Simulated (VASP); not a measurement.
GaN:

```
Ga N
1.0
     0.00000    2.18148    2.18148
     2.18148    0.00000    2.18148
     2.18148    2.18148    0.00000
Ga N
1 1
Direct
  0.00000 0.00000 0.00000
  0.25000 0.25000 0.25000
```

This cell differs from its parent crystal: strain -3.0%.

Base run:

```yaml
Program: VASP 6.6.1
Functional: PBE
Potentials_or_basis: VASP PAW PBE potentials, release 64 (Ga_d, N)
Cutoff: 520 eV
k_mesh: 10 × 10 × 10
Occupations: fermi-dirac, width 0.02 eV
Spin: no spin polarisation
```

Its results: band gap on the k mesh 2.35 eV, direct; pressure 28.2 GPa.

The run is repeated on the same cell with these changes: functional from PBE to r2SCAN; occupations from fermi-dirac, width 0.02 eV to gaussian, width 0.01 eV. What comes out?

Band gap on the k mesh 2.77 eV, direct; pressure 23.3 GPa.

Caveats: the PAW data sets were made with another functional, which shifts forces and pressure a little (some runs).

